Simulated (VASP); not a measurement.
# Si6O11 (a cell with a defect) in VASP: further runs

The runs below take Si6O11 (a cell with a defect) through single point, with LDA.

Program: VASP 6.6.1. These are calculated values, not measurements. Logs are shortened: lines on timing, memory, paths and dates and some standing lists are left out, and cuts for length are marked.

## (1) The cell of the first run

The cell holds a defect, 17 atoms: a = 4.867 Å, b = 5.365 Å, c = 8.429 Å, α = 90.00°, β = 90.00°, γ = 90.00°.

## (2) Single point, LDA

The input, INCAR:

```
SYSTEM = Si6O11
PREC     = Accurate       ! precision mode
ENCUT    = 520            ! plane-wave cutoff, eV
EDIFF    = 1E-6           ! SCF threshold, eV
ISMEAR   = 0              ! smearing method
SIGMA    = 0.05           ! smearing width, eV
LREAL    = Auto         
LASPH    = .TRUE.         ! aspherical terms in the spheres
NELM     = 100            ! most SCF steps
ALGO     = Normal         ! electronic algorithm
ISIF     = 2              ! what is computed and relaxed
LWAVE    = .FALSE.        ! write WAVECAR
LCHARG   = .TRUE.         ! write CHGCAR
LELF     = .TRUE.         ! ELF
LVHAR    = .TRUE.       
NBANDS   = 59             ! bands
NELECT   = 88.0
```

The input, KPOINTS:

```
Automatic mesh
0
G
  4 4 2
  0 0 0
```

The input, POSCAR:

```
Si6O11
1.0
   -2.4333868794      4.2147497096      0.0000000000
    0.0000000000      0.0000000000      5.3651521237
    7.3001606382      4.2147497096      0.0000000000
Si O
6 11
Direct
    0.7676536602      0.3333333333      0.2323463398
    0.2676536602      0.3333333333      0.7323463398
    0.4646926795      0.6666666667      0.0000000000
    0.9646926795      0.6666666667      0.5000000000
    0.2676536602      0.0000000000      0.2676536602
    0.7676536602      0.0000000000      0.7676536602
    0.0706884960      0.2213245393      0.2055640003
    0.5706884960      0.2213245393      0.7055640003
    0.7730017524      0.5546578727      0.3618737519
    0.2730017524      0.5546578727      0.8618737519
    0.6563097516      0.8879912060      0.9325622479
    0.1918638273      0.9039849022      0.4756403965
    0.7730017524      0.7786754607      0.6381262481
    0.6563097516      0.4453421273      0.0674377521
    0.1563097516      0.4453421273      0.5674377521
    0.5706884960      0.1120087940      0.2944359997
    0.0706884960      0.1120087940      0.7944359997
```

Potentials or basis: VASP PAW LDA potentials, release 64 (Si, O).

On the command line:

```bash
$ cat potpaw_LDA.64/Si/POTCAR potpaw_LDA.64/O/POTCAR > POTCAR
$ mpirun -np 1 vasp_std > vasp.out
```

OUTCAR:

```text
SYSTEM = Si6O11
   PREC = Accurate
   ENCUT = 520
   EDIFF = 1E-6
   ISMEAR = 0
   LREAL = Auto
   LASPH = .TRUE.
   NELM = 100
   ISIF = 2
   NELECT = 88.0

 ion  position               nearest neighbor table
   1  0.768  0.333  0.232-   7 1.61  14 1.61  16 1.61   9 1.61   5 3.03   5 3.03   4 3.03   3 3.03

   2  0.268  0.333  0.732-   8 1.61  15 1.61  17 1.61  10 1.61   6 3.03   6 3.03   3 3.03   4 3.03

   3  0.465  0.667  0.000-  10 1.61  11 1.61  14 1.61   5 3.03   2 3.03   6 3.03   1 3.03
   4  0.965  0.667  0.500-  13 1.61   9 1.61  15 1.61  12 1.70   6 3.03   1 3.03   5 3.03   2 3.03

   5  0.268  0.000  0.268-  16 1.61   7 1.61  12 1.86   3 3.03   1 3.03   1 3.03   4 3.03
   6  0.768  0.000  0.768-  17 1.61  11 1.61   8 1.61  13 1.61   4 3.03   2 3.03   2 3.03   3 3.03

   7  0.071  0.221  0.206-   1 1.61   5 1.61
   8  0.571  0.221  0.706-   2 1.61   6 1.61
   9  0.773  0.555  0.362-   4 1.61   1 1.61
  10  0.273  0.555  0.862-   3 1.61   2 1.61
  11  0.656  0.888  0.933-   6 1.61   3 1.61
  12  0.192  0.904  0.476-   4 1.70   5 1.86
  13  0.773  0.779  0.638-   4 1.61   6 1.61
  14  0.656  0.445  0.067-   1 1.61   3 1.61
  15  0.156  0.445  0.567-   2 1.61   4 1.61
  16  0.571  0.112  0.294-   5 1.61   1 1.61
  17  0.071  0.112  0.794-   6 1.61   2 1.61

  LATTYP: Found a simple orthorhombic cell.
 ALAT       =     4.8667737588
 B/A-ratio  =     1.1024042599
 C/A-ratio  =     1.7320508076

  Lattice vectors:

 A1 = (  -2.4333868794,   4.2147497096,   0.0000000000)
 A2 = (   0.0000000000,   0.0000000000,   5.3651521237)
 A3 = (   7.3001606382,   4.2147497096,   0.0000000000)

Analysis of symmetry for initial positions (statically):
=====================================================================
 Subroutine PRICEL returns:
 Original cell was already a primitive cell.

 Routine SETGRP: Setting up the symmetry group for a
 simple orthorhombic supercell.

 Subroutine GETGRP returns: Found  1 space group operations
 (whereof  1 operations were pure point group operations)
 out of a pool of  8 trial point group operations.

The static configuration has the point symmetry C_1 .

Analysis of symmetry for dynamics (positions and initial velocities):
=====================================================================
[... 135 lines left out ...]
   EDIFF  = 0.1E-05   stopping-criterion for ELM
   LREAL  =      T    real-space projection
   EDIFFG = 0.1E-04   stopping-criterion for IOM
   NSW    =      0    number of steps for IOM
   IBRION =     -1    ionic relax: 0-MD 1-quasi-New 2-CG
   NFREE  =      0    steps in history (QN), initial steepest desc. (CG)
   ISIF   =      2    stress and relaxation
   ISYM   =      2    0-nonsym 1-usesym 2-fastsym
   POTIM  = 0.5000    time-step for ionic-motion
   TEBEG  =    0.0;   TEEND  =   0.0 temperature during run
   PSTRESS=    0.0 pullay stress
   NELECT =      88.0000    total number of electrons
   NUPDOWN=      -1.0000    fix difference up-down
   EMIN   =  10.00;   EMAX   =-10.00  energy-range for DOS
   EFERMI =   0.00;   METHOD = LEGACY
   ISMEAR =     0;   SIGMA  =   0.05  broadening in eV -4-tet -1-fermi 0-gaus
   EFERMI_NEDOS =   21; number of points for ismear=-14 and -15
   IALGO  =     38    algorithm
   IMIX   =      4    mixing-type and parameters
     AMIX     =   0.40;   BMIX     =  1.00
     AMIX_MAG =   1.60;   BMIX_MAG =  1.00
  volume/ion in A,a.u.               =      12.95        87.37
  Fermi-wavevector in a.u.,A,eV,Ry     =   1.206037  2.279080 19.790026  1.454526
  Thomas-Fermi vector in A             =   2.341716
   LORBIT       =      0    0 simple, 1 ext, 2 COOP (PROOUT), +10 PAW based schemes
   GGA     = CA    functional components
   LHFCALC =     F    Hartree Fock is set to
   AEXX    =    0.0000 exact exchange contribution
   IVDW    =     0    specifies the selected vdW correction
   LEPSILON=     F    determine dielectric tensor
   LRPA    =     F    only Hartree local field effects (RPA)
 non-spin polarized calculation
 Gauss-broadening in eV      SIGMA  =   0.05
  energy-cutoff  :      520.00
  volume of cell :      220.10
 maximum number of plane-waves:      5960
   NGX = 19   NGY = 19   NGZ = 31

 number of electron      88.0000004 magnetization

 Free energy of the ion-electron system (eV)
  ---------------------------------------------------
  ext. energy  EPLUGINS =         0.00000000
  ---------------------------------------------------
  free energy    TOTEN  =      -146.01497115 eV

  energy without entropy =     -146.00741540  energy(sigma->0) =     -146.01119328

 E-fermi :   1.0862     XC(G=0):  -9.6499

 val. band max:        1.0750209434   @ k =   0.5000   0.0000   0.0000
 cond. band min:       1.1152861130   @ k =   0.0000   0.2500   0.0000
 fundamental gap:      0.0402651697
 Fermi energy:         1.0862394746

 k-point     1 :       0.0000    0.0000    0.0000
  band No.  band energies     occupation
      1     -18.4583      2.00000
      2     -17.8763      2.00000
      3     -17.3095      2.00000
      4     -17.0018      2.00000
      5     -16.7894      2.00000
      6     -16.7394      2.00000
[... 1169 lines left out ...]
     55      10.8967      0.00000
     56      10.9801      0.00000
 [bands above 56 left out]

------------------------ aborting loop because EDIFF is reached ----------------------------------------

  FORCE on cell =-STRESS in cart. coord.  units (eV):
  Direction    XX          YY          ZZ          XY          YZ          ZX
  --------------------------------------------------------------------------------------
  -------------------------------------------------------------------------------------
  Total      -23.2939912    -19.1472515    -19.7314650     -2.5050812     -1.6116562     -0.6939220
  in kB     -169.5623809   -139.3772978   -143.6299238    -18.2350686    -11.7316202     -5.0512198
  external PRESSURE =    -150.8565341 kB  Pullay stress =       0.0000000 kB

 VOLUME and BASIS-vectors are now :
 -----------------------------------------------------------------------------
  energy-cutoff  :      520.00
  volume of cell :      220.10
      direct lattice vectors                 reciprocal lattice vectors
    -2.433386879  4.214749710  0.000000000    -0.102737465  0.177946510  0.000000000
     0.000000000  0.000000000  5.365152124     0.000000000  0.000000000  0.186388005
     7.300160638  4.214749710  0.000000000     0.102737465  0.059315503  0.000000000

 POSITION                                       TOTAL-FORCE (eV/Angst)
 -----------------------------------------------------------------------------------
     -0.17183      4.21475      1.78838         0.609908      0.016776      0.389147
      4.69494      4.21475      1.78838        -0.478117     -0.453959     -0.750749
     -1.13078      1.95856      3.57677        -2.990764     -0.063601     -0.878248
      1.30261      6.17331      3.57677         0.860167      1.334311      0.414827
      1.30261      2.25619      0.00000         4.046972      2.379041      1.225387
      3.73600      6.47094      0.00000        -0.993352     -0.376785      0.593739
[... 9 lines left out ...]
      0.76072      3.64628      0.60094        -0.181983     -0.593113     -1.012091
      5.62750      3.64628      0.60094         0.326326      0.146341     -0.112352
 -----------------------------------------------------------------------------------
    total drift:                               -0.003795     -0.022653     -0.010092

  FREE ENERGIE OF THE ION-ELECTRON SYSTEM (eV)
  ---------------------------------------------------
  free  energy   TOTEN  =      -146.0149711490 eV

  energy  without entropy=     -146.0074154036  energy(sigma->0) =     -146.01119328
```

Wall time 3 min (1 thread of Intel Xeon 6975P-C (Granite Rapids), shared host); peak memory 0.31 GiB.

Results:

```
Free energy   : -146.0150 eV
Largest force : 4.963 eV/Å
```

Forces in eV/Å, atoms in the order of the input:
```
Si   0.610  0.017  0.389
Si  -0.478 -0.454 -0.751
Si  -2.991 -0.064 -0.878
Si   0.860  1.334  0.415
Si   4.047  2.379  1.225
Si  -0.993 -0.377  0.594
O   -0.726  0.524 -1.145
O    0.073  0.143  0.119
O   -0.672 -0.056  0.291
O    1.310  0.714  1.253
O    2.011  0.140 -0.565
O   -3.961 -2.969 -0.350
O    0.365 -0.196  0.005
O    0.531 -0.544  0.761
O   -0.130 -0.147 -0.238
O   -0.182 -0.593 -1.012
O    0.326  0.146 -0.112
```

Caveat: the k points lie up to 0.37 Å⁻¹ apart; the cell carries a net charge on a neutralising background, which shifts energy and pressure; the cell differs from its parent crystal (atoms taken out, atom 12 moved 1.125 of the way to it and +0.250 Å across, host rigid); the cell is charged against a uniform background, so pressure and absolute levels hang on convention.

## (3) Single point, LDA

The input, INCAR:

```
SYSTEM = Si6O11
PREC = Accurate
ENCUT = 520
EDIFF = 1E-6
ISMEAR = 0
SIGMA = 0.05
LREAL = Auto
LASPH = .True.
NELM = 100
ALGO = Normal
ISIF = 2
LWAVE = .False.
LCHARG = .False.
NBANDS = 59
NELECT = 88.0
```

The input, KPOINTS:

```
regular mesh
0
Gamma
  4 4 2
  0 0 0
```

POSCAR, as its differences from that of step 2:

```diff
@@ -19,3 +19,3 @@
     0.6563097516      0.8879912060      0.9325622479
-    0.1918638273      0.9039849022      0.4756403965
+    0.2420044031      0.9063141302      0.4819140452
     0.7730017524      0.7786754607      0.6381262481
```

Potentials or basis: VASP PAW LDA potentials, release 64 (Si, O).

On the command line:

```bash
$ cat potpaw_LDA.64/Si/POTCAR potpaw_LDA.64/O/POTCAR > POTCAR
$ mpirun -np 1 vasp_std > vasp.out
```

OUTCAR:

```text
SYSTEM = Si6O11
   PREC = Accurate
   ENCUT = 520
   EDIFF = 1E-6
   ISMEAR = 0
   LREAL = Auto
   LASPH = .True.
   NELM = 100
   ISIF = 2
   NELECT = 88.0

 ion  position               nearest neighbor table
   1  0.768  0.333  0.232-   7 1.61  14 1.61  16 1.61   9 1.61   5 3.03   5 3.03   4 3.03   3 3.03

   2  0.268  0.333  0.732-   8 1.61  15 1.61  17 1.61  10 1.61   6 3.03   6 3.03   3 3.03   4 3.03

   3  0.465  0.667  0.000-  10 1.61  11 1.61  14 1.61   5 3.03   2 3.03   6 3.03   1 3.03
   4  0.965  0.667  0.500-  13 1.61   9 1.61  15 1.61  12 1.87   6 3.03   1 3.03   5 3.03   2 3.03

   5  0.268  0.000  0.268-  16 1.61   7 1.61  12 1.88   3 3.03   1 3.03   1 3.03   4 3.03
   6  0.768  0.000  0.768-  17 1.61  11 1.61   8 1.61  13 1.61   4 3.03   2 3.03   2 3.03   3 3.03

   7  0.071  0.221  0.206-   1 1.61   5 1.61
   8  0.571  0.221  0.706-   2 1.61   6 1.61
   9  0.773  0.555  0.362-   4 1.61   1 1.61
  10  0.273  0.555  0.862-   3 1.61   2 1.61
  11  0.656  0.888  0.933-   6 1.61   3 1.61
  12  0.242  0.906  0.482-   4 1.87   5 1.88
  13  0.773  0.779  0.638-   4 1.61   6 1.61
  14  0.656  0.445  0.067-   1 1.61   3 1.61
  15  0.156  0.445  0.567-   2 1.61   4 1.61
  16  0.571  0.112  0.294-   5 1.61   1 1.61
  17  0.071  0.112  0.794-   6 1.61   2 1.61

  LATTYP: Found a simple orthorhombic cell.
 ALAT       =     4.8667737588
 B/A-ratio  =     1.1024042599
 C/A-ratio  =     1.7320508076

  Lattice vectors:

 A1 = (  -2.4333868794,   4.2147497096,   0.0000000000)
 A2 = (   0.0000000000,   0.0000000000,   5.3651521237)
 A3 = (   7.3001606382,   4.2147497096,   0.0000000000)

Analysis of symmetry for initial positions (statically):
=====================================================================
 Subroutine PRICEL returns:
 Original cell was already a primitive cell.

 Routine SETGRP: Setting up the symmetry group for a
[... 166 lines left out ...]
  volume/ion in A,a.u.               =      12.95        87.37
  Fermi-wavevector in a.u.,A,eV,Ry     =   1.206037  2.279080 19.790026  1.454526
  Thomas-Fermi vector in A             =   2.341716
   LORBIT       =      0    0 simple, 1 ext, 2 COOP (PROOUT), +10 PAW based schemes
   GGA     = CA    functional components
   LHFCALC =     F    Hartree Fock is set to
   AEXX    =    0.0000 exact exchange contribution
   IVDW    =     0    specifies the selected vdW correction
   LEPSILON=     F    determine dielectric tensor
   LRPA    =     F    only Hartree local field effects (RPA)
 non-spin polarized calculation
 Gauss-broadening in eV      SIGMA  =   0.05
  energy-cutoff  :      520.00
  volume of cell :      220.10
 maximum number of plane-waves:      5960
   NGX = 19   NGY = 19   NGZ = 31

 number of electron      88.0000014 magnetization

 Free energy of the ion-electron system (eV)
  ---------------------------------------------------
  ext. energy  EPLUGINS =         0.00000000
  ---------------------------------------------------
  free energy    TOTEN  =      -145.26990711 eV

  energy without entropy =     -145.26152008  energy(sigma->0) =     -145.26571360

 E-fermi :   1.1322     XC(G=0):  -9.6668

 val. band max:        1.1313424756   @ k =   0.5000   0.0000   0.0000
 cond. band min:       1.1689697248   @ k =   0.0000   0.2500   0.0000
 fundamental gap:      0.0376272492
 Fermi energy:         1.1322209140

 k-point     1 :       0.0000    0.0000    0.0000
  band No.  band energies     occupation
      1     -18.4359      2.00000
      2     -17.8458      2.00000
      3     -17.2523      2.00000
      4     -17.0219      2.00000
      5     -16.7486      2.00000
      6     -16.7048      2.00000
[... 1169 lines left out ...]
     55      10.7836      0.00000
     56      10.9793      0.00000
 [bands above 56 left out]

------------------------ aborting loop because EDIFF is reached ----------------------------------------

  FORCE on cell =-STRESS in cart. coord.  units (eV):
  Direction    XX          YY          ZZ          XY          YZ          ZX
  --------------------------------------------------------------------------------------
  -------------------------------------------------------------------------------------
  Total      -22.9542307    -21.8008791    -20.8263092     -2.6730649     -2.9027693     -0.3284085
  in kB     -167.0891849   -158.6936709   -151.5995494    -19.4578616    -21.1299331     -2.3905619
  external PRESSURE =    -159.1274684 kB  Pullay stress =       0.0000000 kB

 VOLUME and BASIS-vectors are now :
 -----------------------------------------------------------------------------
  energy-cutoff  :      520.00
  volume of cell :      220.10
      direct lattice vectors                 reciprocal lattice vectors
    -2.433386879  4.214749710  0.000000000    -0.102737465  0.177946510  0.000000000
     0.000000000  0.000000000  5.365152124     0.000000000  0.000000000  0.186388005
     7.300160638  4.214749710  0.000000000     0.102737465  0.059315503  0.000000000

 POSITION                                       TOTAL-FORCE (eV/Angst)
 -----------------------------------------------------------------------------------
     -0.17183      4.21475      1.78838         0.574494     -0.155117      0.266034
      4.69494      4.21475      1.78838        -0.459459     -0.398595     -0.785475
     -1.13078      1.95856      3.57677        -3.005745     -0.071285     -0.860859
      1.30261      6.17331      3.57677         0.600986      2.409046      1.160310
      1.30261      2.25619      0.00000         3.737220      3.040948      1.231534
      3.73600      6.47094      0.00000        -0.976839     -0.373966      0.601765
[... 9 lines left out ...]
      0.76072      3.64628      0.60094        -0.681812     -0.389329     -0.676034
      5.62750      3.64628      0.60094         0.311980      0.138139     -0.118537
 -----------------------------------------------------------------------------------
    total drift:                               -0.008733     -0.022995     -0.010319

  FREE ENERGIE OF THE ION-ELECTRON SYSTEM (eV)
  ---------------------------------------------------
  free  energy   TOTEN  =      -145.2699071119 eV

  energy  without entropy=     -145.2615200790  energy(sigma->0) =     -145.26571360
```

OSZICAR:

```text
N       E                     dE             d eps       ncg     rms          rms(c)
DAV:   1     0.499522520649E+03    0.49952E+03   -0.45857E+04  2376   0.137E+03
DAV:   2    -0.122514116572E+03   -0.62204E+03   -0.60360E+03  2804   0.312E+02
DAV:   3    -0.163899502675E+03   -0.41385E+02   -0.41164E+02  2896   0.857E+01
[... 14 lines left out ...]
DAV:  18    -0.145269922929E+03    0.10177E-03   -0.58292E-04  2936   0.598E-02    0.426E-02
DAV:  19    -0.145269906877E+03    0.16053E-04   -0.15020E-04  3208   0.338E-02    0.101E-02
DAV:  20    -0.145269907290E+03   -0.41330E-06   -0.13134E-05  2688   0.127E-02    0.761E-03
DAV:  21    -0.145269907481E+03   -0.19104E-06   -0.12314E-05  1840   0.821E-03    0.852E-03
DAV:  22    -0.145269907112E+03    0.36918E-06   -0.22766E-06  1424   0.520E-03
   1 F= -.14526991E+03 E0= -.14526571E+03  d E =-.838703E-02
```

stdout:

```text
POSCAR found type information on POSCAR SiO
 POSCAR found :  2 types and      17 ions
 scaLAPACK will be used
 LDA part: xc-table for (Slater(with rela. corr.)+CA(PZ))
 , standard interpolation
 POSCAR, INCAR and KPOINTS ok, starting setup
 FFT: planning ... GRIDC
 FFT: planning ... GRID_SOFT
 FFT: planning ... GRID
 WAVECAR not read
 entering main loop
 the old and the new charge density differ
 old charge density:    90.00000 new   88.00000
    0.339E+01
```

Run time: 3.2 min. Hardware: 1 thread of Intel Xeon 6975P-C (Granite Rapids), shared host; peak memory 0.32 GiB.

Results:

```
Free energy   : -145.2699 eV
Largest force : 5.818 eV/Å
```

Forces in eV/Å, atoms in the order of the input:
```
Si   0.574 -0.155  0.266
Si  -0.459 -0.399 -0.785
Si  -3.006 -0.071 -0.861
Si   0.601  2.409  1.160
Si   3.737  3.041  1.232
Si  -0.977 -0.374  0.602
O   -0.634  0.551 -1.200
O    0.071  0.141  0.139
O   -0.656  0.174  0.552
O    1.310  0.711  1.246
O    2.009  0.141 -0.559
O   -2.456 -5.022 -1.610
O   -0.083 -0.135  0.047
O    0.534 -0.519  0.776
O   -0.194 -0.244 -0.211
O   -0.682 -0.389 -0.676
O    0.312  0.138 -0.119
```

Caveat: the k points lie up to 0.37 Å⁻¹ apart; the cell carries a net charge on a neutralising background, which shifts energy and pressure; the cell differs from its parent crystal (atoms taken out, atom 12 moved 1.125 of the way to it and +0.500 Å across, host rigid); the cell is charged against a uniform background, so pressure and absolute levels hang on convention.

(Continued in part 2 of 2.)
